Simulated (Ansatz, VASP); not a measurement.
TaSb in VASP and in Ansatz

File INCAR:

```
SYSTEM = TaSb
ALGO = Normal
EDIFF = 1E-6
EDIFFG = -0.001
ENCUT = 600
GGA = PS
IBRION = 2
ISIF = 3
ISMEAR = -1
LASPH = .True.
LCHARG = .False.
LREAL = .False.
LWAVE = .False.
NELM = 60
NSW = 80
PREC = Accurate
SIGMA = 0.15
```

File KPOINTS:

```
k-points
0
Gamma
  15 15 12
  0 0 0
```

The input POSCAR:

```
TaSb
1.0
    3.5418128245      0.0000000000      0.0000000000
   -1.7709064122      3.0672998815      0.0000000000
    0.0000000000      0.0000000000      3.7742596676
Ta Sb
1 1
Direct
    0.6666666667      0.3333333333      0.5000000000
    0.3333333333      0.6666666667      0.0000000000
```

Input for Ansatz:

```yaml
crystal:
  lattice:
    - [3.5418128245, 0.0, 0.0]
    - [-1.7709064122, 3.0672998815, 0.0]
    - [0.0, 0.0, 3.7742596676]
  atoms:
    - { symbol: Ta, position: [0.6666666667, 0.3333333333, 0.5] }
    - { symbol: Sb, position: [0.3333333333, 0.6666666667, 0.0] }
basis:
  ecutwfc: 420
kpoints:
  mp_grid: { grid: [15, 15, 12] }
hamiltonian:
  xc: pbesol
scf:
  occupations: { method: fermi_dirac, width: 0.15 }
output:
  forces: true
  stress: true
  eigenvalues: true
relax:
  adjacent_minimum: "off"
  f_tol: 0.001
  max_steps: 60
  cell: { stress_tol: 0.01 }
```

Alike in both runs: task relaxation of cell and atoms; functional PBEsol; k mesh 15 × 15 × 12; occupations fermi-dirac, width 0.15 eV; no spin polarisation.

|  | VASP | Ansatz |
| --- | --- | --- |
| version | VASP 6.6.1 | Ansatz 0.2.0 |
| potentials or method | VASP PAW PBE potentials, release 64 (Ta_pv, Sb), cutoff 600 eV | scalar-relativistic, plane waves, PAW |
| valence electrons in the cell | 16 | 28 |

|  | VASP | Ansatz | Ansatz less VASP |
| --- | --- | --- | --- |
| gap on the k mesh at the Fermi level, each at its own relaxed structure (eV) | none | none | - |
| relaxed volume (Å³/atom) | 20.55 | 20.51 | -0.037 |
| relaxed cell length with the largest relative difference (Å) | 3.778 | 3.774 | -0.0040 |

VASP's potentials were made for PBE, not for PBEsol. A gap of «none» marks a metal or a gap that the smearing closes. VASP's potentials hold 16 valence electrons a cell and Ansatz's 28, so a difference there can come from the potentials and not from the codes.

Spin-orbit coupling is off throughout.
